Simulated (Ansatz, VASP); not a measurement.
**One calculation of GaAs, two programs**

```xyz
2
Lattice="0.0000 2.8268 2.8834 2.8268 0.0000 2.8834 2.8268 2.8268 0.0000" Properties=species:S:1:pos:R:3 pbc="T T T"
Ga    0.0000    0.0000    0.0000
As    4.2403    4.2403    4.3251
```

Change from the starting cell: zz strain of +2 %, crystal datasets.

Alike in both runs: task electric field gradients; functional PBE; k mesh 11 × 11 × 11; occupations fermi-dirac, width 0.05 eV; no spin polarisation.

|  | VASP | Ansatz |
| --- | --- | --- |
| version | VASP 6.6.1 | Ansatz 0.2.0 |
| potentials or method | VASP PAW PBE potentials, release 64 (Ga_d, As), cutoff 520 eV | all-electron PAW with datasets made for the crystal, scalar-relativistic |

VASP gave:

```
pressure (GPa)                                                : 2.0
traceless stress, the component that is largest in VASP (GPa) : -0.80
size of Vzz on the site where it differs most (V/Å²)          : 3.1
```

Q: Which values does Ansatz return?

A: Pressure (GPa): 1.9; traceless stress, the component that is largest in VASP (GPa): -0.80; size of Vzz on the site where it differs most (V/Å²): 3.7.

Ansatz ran all-electron here, and VASP with PAW potentials.
